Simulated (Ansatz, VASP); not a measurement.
GaCuSe2 in VASP and in Ansatz

File POSCAR:

```
GaCuSe2
1.0
   -2.8041298094      2.8041298094      5.5492790755
    2.8041298094     -2.8041298094      5.5492790755
    2.8041298094      2.8041298094     -5.5492790755
Cu Se Ga
2 4 2
Direct
    0.0000000000      0.0000000000      0.0000000000
    0.7500000000      0.2500000000      0.5000000000
    0.3750000000      0.3713580981      0.4963580981
    0.1213580981      0.6250000000     -0.0036419019
    0.8750000000      0.8786419019      0.5036419019
    0.6286419019      0.1250000000      0.0036419019
    0.5000000000      0.5000000000      0.0000000000
    0.2500000000      0.7500000000      0.5000000000
```

INCAR.step1

```
PREC = Accurate
ENCUT = 520
ISMEAR = 0
SIGMA = 0.01
LREAL = F
LASPH = T
NELM = 60
NBANDS = 46
GGA = PE
ALGO = Normal
EDIFF = 1E-4
LWAVE = T
LCHARG = F
```

File INCAR.step2:

```
PREC = Accurate
ENCUT = 520
EDIFF = 1E-7
ISMEAR = 0
SIGMA = 0.01
LREAL = F
LASPH = T
NELM = 60
ALGO = Normal
ISIF = 2
LWAVE = F
LCHARG = F
METAGGA = R2SCAN
LMIXTAU = T
NBANDS = 46
ISTART = 1
```

File KPOINTS:

```
Automatic mesh
0
Gamma
  6 6 6
```

Input for Ansatz:

```yaml
crystal:
  lattice:
    - [-2.8041298094, 2.8041298094, 5.5492790755]
    - [2.8041298094, -2.8041298094, 5.5492790755]
    - [2.8041298094, 2.8041298094, -5.5492790755]
  atoms:
    - { symbol: Cu, position: [0.0, 0.0, 0.0] }
    - { symbol: Se, position: [0.375, 0.3713580981, 0.4963580981] }
    - { symbol: Cu, position: [0.75, 0.25, 0.5] }
    - { symbol: Se, position: [0.1213580981, 0.625, -0.0036419019] }
    - { symbol: Ga, position: [0.5, 0.5, 0.0] }
    - { symbol: Se, position: [0.875, 0.8786419019, 0.5036419019] }
    - { symbol: Ga, position: [0.25, 0.75, 0.5] }
    - { symbol: Se, position: [0.6286419019, 0.125, 0.0036419019] }
kpoints:
  mp_grid: { grid: [6, 6, 6] }
  band_path:
    path:
      - [0.0, 0.0, 0.0]
      - [0.0, 0.0, 0.5]
      - [0.25, 0.25, 0.25]
      - [0.0, 0.5, 0.0]
      - [0.5, 0.5, -0.5]
      - [0.3138356235, 0.6861643765, -0.3138356235]
      - [-0.3138356235, 0.3138356235, 0.3138356235]
      - [-0.127671247, 0.127671247, 0.5]
      - [0.5, 0.5, -0.127671247]
    npoints: 1
hamiltonian:
  xc: r2scan
scf:
  occupations: { method: fixed }
  n_extra_bands: 6
output:
  forces: true
  stress: true
  eigenvalues: true
```

Alike in both runs: task single point; functional r2SCAN; k mesh 6 × 6 × 6; no spin polarisation.

```csv
,VASP,Ansatz
version,VASP 6.6.1,Ansatz 0.2.0
potentials or method,"VASP PAW PBE potentials, release 64 (Cu, Se, Ga_d)","plane waves, PAW"
plane-wave cutoff (eV),520,500
occupations,"gaussian, width 0.01 eV",fixed
valence electrons in the cell,72,128
```

Ansatz gave:

```
gap on the k mesh at the Fermi level (eV) : 0.56
pressure (GPa)                            : 0.0
```

Q: What did VASP give for the same quantities?

A: gap on the k mesh at the Fermi level (eV): 0.56; pressure (GPa): 0.1.

VASP's potentials were made for PBE, not for r2SCAN. VASP's potentials hold 72 valence electrons a cell and Ansatz's 128, so a difference there can come from the potentials and not from the codes.
